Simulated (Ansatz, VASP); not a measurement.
# Two plane-wave programs on Si2Se

```xyz
6
Lattice="5.6525 0.0000 0.0000 0.0000 5.6525 0.0000 0.0000 0.0000 5.6525" Properties=species:S:1:pos:R:3 pbc="T T T"
Si    4.2393    4.2393    4.2393
Si    1.4131    1.4131    4.2393
Si    1.4131    4.2393    1.4131
Si    4.2393    1.4131    1.4131
Se    0.0000    0.0000    0.0000
Se    2.8262    2.8262    2.8262
```

Alike in both runs: functional PBE; k mesh 4 × 4 × 4; occupations gaussian, width 0.1 eV; no spin polarisation.

Ansatz relaxed the structure, and its values are those at the end. VASP's run is a single point on that final structure, the one shown.

```csv
,VASP,Ansatz
version,VASP 6.6.1,Ansatz 0.2.0
potentials or method,"VASP PAW PBE potentials, release 64 (Si, Se), cutoff 520 eV","scalar-relativistic, plane waves, PAW"
valence electrons in the cell,28,48
```

|  | VASP | Ansatz | Ansatz less VASP |
| --- | --- | --- | --- |
| gap on the k mesh at the Fermi level (eV) | none | none | - |
| pressure (GPa) | 0.1 | 0.1 | -0.05 |

A gap of «none» marks a metal or a gap that the smearing closes. VASP's potentials hold 28 valence electrons a cell and Ansatz's 48, so a difference there can come from the potentials and not from the codes.
